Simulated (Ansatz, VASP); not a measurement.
**BiMo in VASP and in Ansatz**

```
Mo Bi
1.0
     0.00000    2.82743    2.82743
     2.82743    0.00000    2.82743
     2.82743    2.82743    0.00000
Mo Bi
1 1
Direct
  0.50000 0.50000 0.50000
  0.00000 0.00000 0.00000
```

Alike in both runs: task single point; functional r2SCAN; k mesh 10 × 10 × 10; occupations tetrahedron; no spin polarisation; Hubbard terms Mo d U = 8.0 eV.

|  | VASP | Ansatz |
| --- | --- | --- |
| version | VASP 6.6.1 | Ansatz 0.2.0 |
| potentials or method | VASP PAW PBE potentials, release 64 (Mo_sv, Bi_d), cutoff 520 eV | scalar-relativistic, plane waves, PAW |
| valence electrons in the cell | 29 | 29 |

|  | VASP | Ansatz | Ansatz less VASP |
| --- | --- | --- | --- |
| gap on the k mesh at the Fermi level (eV) | none | none | - |
| pressure (GPa) | 8.3 | 1.3 | -7.00 |

VASP's potentials were made for PBE, not for r2SCAN. The programs project onto different local orbitals, so the same U acts differently, and such runs can settle in different states. A gap of «none» marks a metal or a gap that the smearing closes. Ansatz's warnings: band table not solved further, filled band counts differ across k points, tetrahedron derivatives may miss energy slope.

Neither program's run includes spin-orbit coupling.
